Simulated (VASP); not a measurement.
# V (Im-3m) in VASP: notebook

V is run at these levels: PBE; tasks: single point.

Program: VASP 6.6.1. These are calculated values, not measurements. Logs are shortened: lines on timing, memory, paths and dates and some standing lists are left out, and cuts for length are marked.

## Step 1: The cell of the first run

The structure is cubic, space group Im-3m (No. 229). Conventional cell: a = 2.997 Å, b = 2.997 Å, c = 2.997 Å, α = 90.00°, β = 90.00°, γ = 90.00°. Within 3.4 Å of V (site symmetry m-3m) lie 14 V at 2.60 to 3.00 Å.

## Step 2: Single point, PBE

Contents of INCAR:

```
ALGO     = Normal         # electronic algorithm
EDIFF    = 1E-6           # SCF threshold, eV
ENCUT    = 500            # plane-wave cutoff, eV
GGA      = PE             # functional
GGA_COMPAT= F            
ISIF     = 2              # what is computed and relaxed
ISMEAR   = -1             # smearing method
LASPH    = T              # aspherical terms in the spheres
LCHARG   = T              # write CHGCAR
LELF     = T              # ELF
LREAL    = F              # projectors in reciprocal space
LVHAR    = T            
LWAVE    = F              # write WAVECAR
NBANDS   = 26             # bands
NELM     = 120            # most SCF steps
PREC     = Accurate       # precision mode
SIGMA    = 0.05           # smearing width, eV
```

Contents of KPOINTS:

```
k-points
0
Gamma
  9 9 13
```

Contents of POSCAR:

```
V
1.0
    0.0000000000      2.9970992481     -2.9970992481
   -2.9970992481      0.0000000000      2.9970992481
    1.4985496241      1.4985496241      1.4985496241
V
3
Direct
    0.0000000000      0.0000000000      0.0000000000
    0.3333333330      0.6666666670      0.3333333330
    0.6666666670      0.3333333330      0.6666666670
```

Potentials or basis: VASP PAW PBE potentials, release 64 (V_sv).

Run with:

```console
$ cat potpaw_PBE.64/V_sv/POTCAR > POTCAR
$ mpirun -np 1 vasp_std > vasp.out
```

OUTCAR:

```text
EDIFF = 1E-6
   ENCUT = 500
   GGA = PE
   ISIF = 2
   ISMEAR = -1
   LASPH = T
   LREAL = F
   NELM = 120
   PREC = Accurate

 ion  position               nearest neighbor table
   1  0.000  0.000  0.000-   2 2.60   3 2.60   3 2.60   2 2.60   3 2.60   2 2.60
   2  0.333  0.667  0.333-   1 2.60   3 2.60   3 2.60   1 2.60   1 2.60   3 2.60
   3  0.667  0.333  0.667-   1 2.60   2 2.60   2 2.60   1 2.60   1 2.60   2 2.60

  LATTYP: Found a hexagonal cell.
 ALAT       =     4.2385384044
 C/A-ratio  =     0.6123724357

  Lattice vectors:

 A1 = (   0.0000000000,   2.9970992481,  -2.9970992481)
 A2 = (  -2.9970992481,   0.0000000000,   2.9970992481)
 A3 = (   1.4985496241,   1.4985496241,   1.4985496241)

Analysis of symmetry for initial positions (statically):
=====================================================================
 Subroutine PRICEL returns following result:

  LATTYP: Found a body centered cubic cell.
 ALAT       =     2.9970992461

  Lattice vectors:

 A1 = (  -1.4985496271,   1.4985496210,  -1.4985496211)
 A2 = (  -1.4985496226,  -1.4985496226,   1.4985496225)
 A3 = (   1.4985496241,   1.4985496241,   1.4985496241)

   3 primitive cells build up your supercell.

 Routine SETGRP: Setting up the symmetry group for a
 hexagonal supercell.

 Subroutine GETGRP returns: Found 12 space group operations
 (whereof 12 operations were pure point group operations)
 out of a pool of 24 trial point group operations.

The static configuration has the point symmetry D_3d.

Analysis of symmetry for dynamics (positions and initial velocities):
=====================================================================
 Subroutine PRICEL returns following result:

  LATTYP: Found a body centered cubic cell.
 ALAT       =     2.9970992461

  Lattice vectors:

 A1 = (  -1.4985496271,   1.4985496210,  -1.4985496211)
 A2 = (  -1.4985496226,  -1.4985496226,   1.4985496225)
 A3 = (   1.4985496241,   1.4985496241,   1.4985496241)

   3 primitive cells build up your supercell.

 Routine SETGRP: Setting up the symmetry group for a
 hexagonal supercell.

 Subroutine GETGRP returns: Found 12 space group operations
 (whereof 12 operations were pure point group operations)
 out of a pool of 24 trial point group operations.

The dynamic configuration has the point symmetry D_3d.

 Subroutine INISYM returns: Found 12 space group operations
 (whereof 12 operations are pure point group operations),
 and found     3 'primitive' translations

----------------------------------------------------------------------------------------

                                     Primitive cell

  volume of cell :      13.4609

  direct lattice vectors                    reciprocal lattice vectors
    -1.498549627  1.498549621 -1.498549621    -0.333655951  0.333655951  0.000000000
    -1.498549623 -1.498549623  1.498549623    -0.333655951 -0.000000001  0.333655951
     1.498549624  1.498549624  1.498549624    -0.000000000  0.333655951  0.333655951

  length of vectors
     2.595564085  2.595564084  2.595564087     0.471860771  0.471860771  0.471860771

  position of ions in fractional coordinates (direct lattice)
     0.000000000  0.000000000  0.000000000

  ion indices of the primitive-cell ions
   primitive index   ion index
                 1           1

----------------------------------------------------------------------------------------

 KPOINTS: k-points

Automatic generation of k-mesh.
 Grid dimensions read from file:
 generate k-points for:    9    9   13

 Generating k-lattice:

  Cartesian coordinates                     Fractional coordinates (reciprocal lattice)
    -0.012357628  0.024715256 -0.012357628     0.111111111  0.000000000  0.000000000
    -0.024715256  0.012357628  0.012357628     0.000000000  0.111111111  0.000000000
     0.017110562  0.017110562  0.017110562     0.000000000  0.000000000  0.076923077

  Length of vectors
     0.030269883  0.030269883  0.029636362

  Shift w.r.t. Gamma in fractional coordinates (k-lattice)
     0.000000000  0.000000000  0.000000000

 Subroutine IBZKPT returns following result:
 ===========================================

 Found    126 irreducible k-points:

 Following reciprocal coordinates:
            Coordinates               Weight
  0.000000  0.000000  0.000000      1.000000
  0.111111  0.000000  0.000000      6.000000
  0.222222  0.000000  0.000000      6.000000
  0.333333  0.000000  0.000000      6.000000
  0.444444  0.000000  0.000000      6.000000
  0.111111  0.111111  0.000000      6.000000
[... 16 lines left out ...]
  0.222222  0.111111  0.076923     12.000000
 -0.111111  0.333333  0.076923     12.000000
 [... further k-points ...]
   k-points           NKPTS =    126   k-points in BZ     NKDIM =    126   number of bands    NBANDS=     26
   number of dos      NEDOS =    301   number of ions     NIONS =      3
   total plane-waves  NPLWV =  20480
   dimension x,y,z NGX =    32 NGY =   32 NGZ =   20
   dimension x,y,z NGXF=    64 NGYF=   64 NGZF=   40
   ions per type =               3
   NGX,Y,Z   is equivalent  to a cutoff of  12.55, 12.55, 12.81 a.u.
   NGXF,Y,Z  is equivalent  to a cutoff of  25.10, 25.10, 25.62 a.u.
 SYSTEM =  unknown system
   PREC   = accura    normal or accurate (medium, high low for compatibility)
   ISTART =      0    job   : 0-new  1-cont  2-samecut
   ICHARG =      2    charge: 1-file 2-atom 10-const
   ISPIN  =      1    spin polarized calculation?
   LNONCOLLINEAR =      F non collinear calculations
   LSORBIT =      F    spin-orbit coupling
   LASPH  =      T    aspherical Exc in radial PAW
   ENCUT  =  500.0 eV  36.75 Ry    6.06 a.u.   7.73  7.73  4.73*2*pi/ulx,y,z
   NELM   =    120;   NELMIN=  2; NELMDL= -5     # of ELM steps
   EDIFF  = 0.1E-05   stopping-criterion for ELM
   LREAL  =      F    real-space projection
   EDIFFG = 0.1E-04   stopping-criterion for IOM
   NSW    =      0    number of steps for IOM
   IBRION =     -1    ionic relax: 0-MD 1-quasi-New 2-CG
   NFREE  =      0    steps in history (QN), initial steepest desc. (CG)
   ISIF   =      2    stress and relaxation
   ISYM   =      2    0-nonsym 1-usesym 2-fastsym
   POTIM  = 0.5000    time-step for ionic-motion
   TEBEG  =    0.0;   TEEND  =   0.0 temperature during run
   PSTRESS=    0.0 pullay stress
   NELECT =      39.0000    total number of electrons
   NUPDOWN=      -1.0000    fix difference up-down
   EMIN   =  10.00;   EMAX   =-10.00  energy-range for DOS
   EFERMI =   0.00;   METHOD = LEGACY
   ISMEAR =    -1;   SIGMA  =   0.05  broadening in eV -4-tet -1-fermi 0-gaus
   EFERMI_NEDOS =   21; number of points for ismear=-14 and -15
   IALGO  =     38    algorithm
   IMIX   =      4    mixing-type and parameters
     AMIX     =   0.40;   BMIX     =  1.00
     AMIX_MAG =   1.60;   BMIX_MAG =  1.00
  volume/ion in A,a.u.               =      13.46        90.84
  Fermi-wavevector in a.u.,A,eV,Ry     =   1.618197  3.057950 35.627709  2.618563
  Thomas-Fermi vector in A             =   2.712499
   LORBIT       =      0    0 simple, 1 ext, 2 COOP (PROOUT), +10 PAW based schemes
   GGA     = PE    functional components
   LHFCALC =     F    Hartree Fock is set to
   AEXX    =    0.0000 exact exchange contribution
   IVDW    =     0    specifies the selected vdW correction
   LEPSILON=     F    determine dielectric tensor
   LRPA    =     F    only Hartree local field effects (RPA)
 non-spin polarized calculation
  energy-cutoff  :      500.00
  volume of cell :       40.38
 maximum number of plane-waves:      1050
 NGX is ok and might be reduce to    32
   NGX = 15   NGY = 15   NGZ =  9

 number of electron      39.0000007 magnetization

 Free energy of the ion-electron system (eV)
  ---------------------------------------------------
  ext. energy  EPLUGINS =         0.00000000
  ---------------------------------------------------
  free energy    TOTEN  =       -26.99540612 eV

  energy without entropy =      -26.94990617  energy(sigma->0) =      -26.97265615

 E-fermi :   9.7196     XC(G=0): -12.9079

 val. band max:        9.7185820705   @ k =  -0.1111   0.3333   0.1538
 cond. band min:       9.7276873898   @ k =   0.0000   0.1111   0.2308
 fundamental gap:      0.0091053192
 Fermi energy:         9.7196296330

 k-point     1 :       0.0000    0.0000    0.0000
  band No.  band energies     occupation
      1     -54.0011      2.00000
      2     -53.7781      2.00000
      3     -53.7781      2.00000
      4     -27.9203      2.00000
      5     -27.9203      2.00000
      6     -27.9203      2.00000
[... 18 lines left out ...]
     25      12.4033      0.00000
     26      12.4033      0.00000

 k-point     2 :       0.1111    0.0000    0.0000
  band No.  band energies     occupation
      1     -53.9933      2.00000
      2     -53.7826      2.00000
      3     -53.7816      2.00000
      4     -28.0214      2.00000
      5     -28.0067      2.00000
      6     -27.8108      2.00000
[... 18 lines left out ...]
     25      12.1886      0.00000
     26      12.1946      0.00000

 k-point     3 :       0.2222    0.0000    0.0000
  band No.  band energies     occupation
      1     -53.9710      2.00000
      2     -53.7976      2.00000
      3     -53.7893      2.00000
      4     -28.1060      2.00000
      5     -28.0382      2.00000
      6     -27.7012      2.00000
[... 18 lines left out ...]
     25      12.0744      0.00000
     26      12.1825      0.00000

 k-point     4 :       0.3333    0.0000    0.0000
  band No.  band energies     occupation
      1     -53.9377      2.00000
      2     -53.8235      2.00000
      3     -53.7973      2.00000
      4     -28.1670      2.00000
      5     -28.0037      2.00000
      6     -27.6176      2.00000
[... 18 lines left out ...]
     25      12.0821      0.00000
     26      12.2697      0.00000
[... 496 lines left out ...]
      1     -53.9712      2.00000
      2     -53.7955      2.00000
      3     -53.7770      2.00000
      4     -28.0661      2.00000
      5     -28.0373      2.00000
      6     -27.7498      2.00000
[... 18 lines left out ...]
     25      12.2444      0.00000
     26      12.2879      0.00000

 k-point    23 :       0.2222    0.1111    0.0769
  band No.  band energies     occupation
      1     -53.9435      2.00000
      2     -53.8124      2.00000
      3     -53.7882      2.00000
      4     -28.1204      2.00000
      5     -28.0458      2.00000
      6     -27.6544      2.00000
[... 18 lines left out ...]
     25      12.1865      0.00000
     26      12.3844      0.00000

 k-point    24 :      -0.1111    0.3333    0.0769
  band No.  band energies     occupation
      1     -53.9444      2.00000
      2     -53.8021      2.00000
      3     -53.7976      2.00000
      4     -28.1008      2.00000
      5     -28.0470      2.00000
      6     -27.6619      2.00000
[... 18 lines left out ...]
     25      12.2094      0.00000
     26      12.2398      0.00000

 [... further k-points ...]

------------------------ aborting loop because EDIFF is reached ----------------------------------------

  FORCE on cell =-STRESS in cart. coord.  units (eV):
  Direction    XX          YY          ZZ          XY          YZ          ZX
  --------------------------------------------------------------------------------------
  -------------------------------------------------------------------------------------
  Total        0.0178929      0.0178929      0.0178929      0.0194912      0.0194912      0.0194912
  in kB        0.7099007      0.7099007      0.7099007      0.7733105      0.7733105      0.7733105
  external PRESSURE =       0.7099007 kB  Pullay stress =       0.0000000 kB

 VOLUME and BASIS-vectors are now :
 -----------------------------------------------------------------------------
  energy-cutoff  :      500.00
  volume of cell :       40.38
      direct lattice vectors                 reciprocal lattice vectors
     0.000000000  2.997099248 -2.997099248    -0.111218650  0.222437301 -0.111218650
    -2.997099248  0.000000000  2.997099248    -0.222437301  0.111218650  0.111218650
     1.498549624  1.498549624  1.498549624     0.222437301  0.222437301  0.222437301

 POSITION                                       TOTAL-FORCE (eV/Angst)
 -----------------------------------------------------------------------------------
      0.00000      0.00000      0.00000        -0.000000     -0.000000      0.000000
     -1.49855      1.49855      1.49855         0.000000     -0.000000      0.000000
      0.00000      2.99710     -0.00000        -0.000000      0.000000     -0.000000
 -----------------------------------------------------------------------------------
    total drift:                               -0.000000     -0.000000      0.000000

  FREE ENERGIE OF THE ION-ELECTRON SYSTEM (eV)
  ---------------------------------------------------
  free  energy   TOTEN  =       -26.9954061246 eV

  energy  without entropy=      -26.9499061740  energy(sigma->0) =      -26.97265615
```

Run time: 39 s. Hardware: 1 thread of Intel Xeon 6975P-C (Granite Rapids), shared host; peak memory 0.21 GiB.

Results:

```
Free energy : -26.9954 eV
Pressure    : 0.1 GPa
```

(Continued in part 2 of 2.)
